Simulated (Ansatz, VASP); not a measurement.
# BaZrO3: VASP beside Ansatz

```xyz
5
Lattice="4.2054 0.0000 0.0000 0.0000 4.2054 0.0000 0.0000 0.0000 4.2054" Properties=species:S:1:pos:R:3 pbc="T T T"
Ba    0.0000    0.0000    0.0000
Zr    2.1027    2.1027    2.1027
O     0.0000    2.1027    2.1027
O     2.1027    0.0000    2.1027
O     2.1027    2.1027    0.0000
```

Alike in both runs: task single point; functional r2SCAN; k mesh 6 × 6 × 6; no spin polarisation.

|  | VASP | Ansatz |
| --- | --- | --- |
| version | VASP 6.6.1 | Ansatz 0.2.0 |
| potentials or method | VASP PAW PBE potentials, release 64 (Ba_sv, Zr_sv, O_h) | plane waves, PAW |
| plane-wave cutoff (eV) | 1480 | 500 |
| occupations | gaussian, width 0.01 eV | fixed |
| valence electrons in the cell | 40 | 40 |

Ansatz gave:

| Item | Value |
| --- | --- |
| gap on the k mesh at the Fermi level (eV) | 3.73 |
| pressure (GPa) | 0.0 |

Estimate VASP's values.

gap on the k mesh at the Fermi level (eV): 3.69; pressure (GPa): 0.9.

VASP's potentials were made for PBE, not for r2SCAN.

Neither program's run includes spin-orbit coupling.
